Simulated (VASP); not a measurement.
Here is a VASP 6.6.1 calculation.

Contents of INCAR:

```
PREC = Accurate
ENCUT = 520
EDIFF = 1E-6
ISMEAR = -1
SIGMA = 0.05
LREAL = F
LASPH = T
NELM = 100
ALGO = Normal
ISIF = 2
LWAVE = F
LCHARG = F
GGA = CA
NBANDS = 26
```

File KPOINTS:

```
Automatic mesh
0
Gamma
  11 11 11
```

Contents of POSCAR:

```
NbAs
1.0
   -1.7596987896      1.7596987896      5.9545388829
    1.7596987896     -1.7596987896      5.9545388829
    1.7596987896      1.7596987896     -5.9545388829
Nb As
2 2
Direct
    0.5000000000      0.0000000000      0.5000000000
    0.7500000000      0.7500000000      0.0000000000
    0.9160000000      0.4160000000      0.5000000000
    0.1660000000      0.1660000000      0.0000000000
```

Potentials or basis: VASP PAW LDA potentials, release 64 (Nb_sv, As).

The run is started by

```console
$ cat potpaw_LDA.64/Nb_sv/POTCAR potpaw_LDA.64/As/POTCAR > POTCAR
$ mpirun -np 1 vasp_std > vasp.out
```

(1) Predict the pressure.

(2) What does it give for the largest force?

Answers

(1) -13.6 GPa.

(2) 0.210 eV/Å.
